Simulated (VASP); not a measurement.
Wanted: the native input for a VASP 6.6.1 run.

```yaml
Task: electric field gradients
Functional: PBEsol
Potentials_or_basis: VASP PAW PBE potentials, release 64 (Ti_sv)
Cutoff: 520 eV
k_mesh: 13 × 13 × 7
Occupations: fermi-dirac, width 0.08 eV
Spin: no spin polarisation
Dipole_correction: no
Further_INCAR_settings: ALGO = Normal; EDIFF = 1e-08; NBANDS = 19
```

The structure of Ti lies in POSCAR:

```
Ti
1.0
    2.9401315731      0.0000000000      0.0000000000
   -1.4700657866      2.5462286328      0.0000000000
    0.0000000000      0.0000000000      4.6703276421
Ti
2
Direct
    0.3333333333      0.6666666667      0.2500000000
    0.6666666667      0.3333333333      0.7500000000
```

This cell differs from its parent crystal: volume scaled by 0.99.

One way to write it, as run:

INCAR

```
SYSTEM = Ti
PREC     = Accurate       ! precision mode
ENCUT    = 520            ! plane-wave cutoff, eV
EDIFF    = 1E-8           ! SCF threshold, eV
ISMEAR   = -1             ! smearing method
SIGMA    = 0.08           ! smearing width, eV
LREAL    = .FALSE.        ! projectors in reciprocal space
LASPH    = .TRUE.         ! aspherical terms in the spheres
NELM     = 60             ! most SCF steps
ALGO     = Normal         ! electronic algorithm
ISIF     = 2              ! what is computed and relaxed
LWAVE    = .FALSE.        ! write WAVECAR
LCHARG   = .FALSE.        ! write CHGCAR
GGA      = PS             ! functional
LEFG     = .TRUE.       
NBANDS   = 19             ! bands
```

KPOINTS

```
regular mesh
0
G
  13 13 7
  0 0 0
```

Potentials or basis: VASP PAW PBE potentials, release 64 (Ti_sv).

Launch:

```console
$ cat potpaw_PBE.64/Ti_sv/POTCAR > POTCAR
$ mpirun -np 1 vasp_std > vasp.out
```

Results of the run:

| Property | Result |
| --- | --- |
| Pressure | -5.0 GPa |
| Band gap on the k mesh | zero (band 12 reaches 8.91 eV, above the bottom of band 13 at 7.81 eV) |

Caveat: without QUAD_EFG the Cq values of the log hold for a quadrupole moment of 1 mb, not for the nuclei; the PAW data sets were made with another functional, which shifts forces and pressure a little.

It took 25 s on 1 thread of Intel(R) Xeon(R) 6975P-C (Granite Rapids), with other jobs on the host, peak memory 0.18 GiB.
